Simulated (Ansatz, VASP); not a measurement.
Two plane-wave programs on KZnF3

```
K Zn F
1.0
     4.11253    0.00000    0.00000
     0.00000    4.11253    0.00000
     0.00000    0.00000    4.11253
K Zn F
1 1 3
Direct
  0.00000 0.00000 0.00000
  0.50000 0.50000 0.50000
  0.50000 0.50000 0.00000
  0.00000 0.50000 0.50000
  0.50000 0.00000 0.50000
```

Change from the starting cell: hydrostatic strain +1.6%.

Alike in both runs: task single point; functional r2SCAN; k mesh 6 × 6 × 6; no spin polarisation.

|  | VASP | Ansatz |
| --- | --- | --- |
| version | VASP 6.6.1 | Ansatz 0.2.0 |
| potentials or method | VASP PAW PBE potentials, release 64 (K_sv, Zn, F) | plane waves, PAW |
| plane-wave cutoff (eV) | 520 | 500 |
| occupations | gaussian, width 0.01 eV | fixed |
| valence electrons in the cell | 42 | 42 |

```csv
,VASP,Ansatz,Ansatz less VASP
gap on the k mesh at the Fermi level (eV),4.46,4.51,+0.048
pressure (GPa),-3.6,-3.7,-0.10
```

VASP's potentials were made for PBE, not for r2SCAN.
